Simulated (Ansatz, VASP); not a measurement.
One calculation of Cu, two programs

```
Cu
1.0
     1.21846   -3.97638    0.00000
     1.21846    3.97638    0.00000
     0.00000    0.00000    2.47550
Cu
2
Direct
  0.13387 0.86613 0.25000
  0.86613 0.13387 0.75000
```

Alike in both runs: task single point; functional PBEsol; k mesh 22 × 22 × 22; occupations gaussian, width 0.15 eV; no spin polarisation.

```csv
,VASP,Ansatz
version,VASP 6.6.1,Ansatz 0.2.0
potentials or method,"VASP PAW PBE potentials, release 64 (Cu), cutoff 520 eV","scalar-relativistic, plane waves, PAW"
valence electrons in the cell,22,38
```

```tsv
	VASP	Ansatz	Ansatz less VASP
gap on the k mesh at the Fermi level (eV)	none	none	-
pressure (GPa)	-0.7	-1.5	-0.80
traceless stress, the component that is largest in VASP (GPa)	-0.21	-0.23	-0.015
rms of the force components (eV/Å)	0.002	0.005	+0.0026
```

VASP's potentials were made for PBE, not for PBEsol. Atom by atom the forces differ by 0.003 eV/Å (rms over components). A gap of «none» marks a metal or a gap that the smearing closes. VASP's potentials hold 22 valence electrons a cell and Ansatz's 38, so a difference there can come from the potentials and not from the codes.
